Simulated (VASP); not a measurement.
A run of VASP 6.6.1:

Contents of POSCAR:

```
CaSe
1.0
    0.0000000000      3.3000000000      3.3000000000
    3.3000000000      0.0000000000      3.3000000000
    3.3000000000      3.3000000000      0.0000000000
Ca Se
1 1
Direct
    0.0000000000      0.0000000000      0.0000000000
    0.7500000000      0.7500000000      0.7500000000
```

File INCAR.step1:

```
PREC = Accurate
ENCUT = 520
EDIFF = 1E-6
ISMEAR = 0
SIGMA = 0.01
LREAL = False
LASPH = True
NELM = 60
ALGO = Normal
ISIF = 2
LWAVE = False
LCHARG = True
GGA = PS
NBANDS = 15
```

File KPOINTS.step1:

```
Automatic mesh
0
Gamma
  5 5 5
```

File INCAR.step2:

```
PREC = Accurate
ENCUT = 520
EDIFF = 1E-6
ISMEAR = -5
SIGMA = 0.01
LREAL = False
LASPH = True
NELM = 60
ALGO = Normal
ISIF = 2
LWAVE = False
LCHARG = False
GGA = PS
LORBIT = 11
NBANDS = 15
NEDOS = 2001
ICHARG = 11
```

The input KPOINTS.step2:

```
Automatic mesh
0
Gamma
  8 8 8
```

Potentials or basis: VASP PAW PBE potentials, release 64 (Ca_sv, Se).

Launch:

```bash
$ cat potpaw_PBE.64/Ca_sv/POTCAR potpaw_PBE.64/Se/POTCAR > POTCAR
$ cp INCAR.step1 INCAR
$ cp KPOINTS.step1 KPOINTS
$ mpirun -np 1 vasp_std > vasp.out
$ cp INCAR.step2 INCAR
$ cp KPOINTS.step2 KPOINTS
$ mpirun -np 1 vasp_std > vasp.out
```

Hardware: 1 thread of AMD EPYC 7R43 64-Core Processor (Zen 3) (shared host).

Problem. Estimate the wall time of this run.

Solution. Wall time 38 s on 1 thread of AMD EPYC 7R43 64-Core Processor (Zen 3) (shared host), peak memory 0.17 GiB. Counts: k points 29.
